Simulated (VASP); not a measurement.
BN (Qingsongite), 2 atoms in the cell. It takes space group F-43m (No. 216, cubic). The conventional cell has a = 3.625 Å, b = 3.625 Å, c = 3.625 Å, α = 90.00°, β = 90.00°, γ = 90.00°. B (site symmetry -43m) has 4 N at 1.57 Å within 2.1 Å. N (site symmetry -43m) has 4 B at 1.57 Å within 2.1 Å. 

| Item | Value |
| --- | --- |
| Program | VASP 6.6.1 |
| Task | relaxation of cell and atoms |
| Functional | PBEsol |
| Potentials or basis | VASP PAW PBE potentials, release 64 (B, N) |
| Cutoff | 600 eV |
| k mesh | 10 × 10 × 10 |
| Occupations | fermi-dirac, width 0.02 eV |
| Spin | no spin polarisation |
| Dipole correction | no |
| Further INCAR settings | ALGO = Normal; EDIFF = 1e-06; IBRION = 2; EDIFFG = -0.005; NSW = 80; ISIF = 3 |

Potentials or basis: VASP PAW PBE potentials, release 64 (B, N).

Launch:

```bash
$ cat potpaw_PBE.64/B/POTCAR potpaw_PBE.64/N/POTCAR > POTCAR
$ mpirun -np 1 vasp_std > vasp.out
```

Hardware: 1 thread of AMD EPYC 7R13 Processor (Zen 3), with other jobs on the host.

Question: Estimate the wall time of this run.

Answer: Wall time 12 s on 1 thread of AMD EPYC 7R13 Processor (Zen 3), on a shared host, peak memory 0.08 GiB. Counts: scf iterations 24, k points 47, ion steps 3.
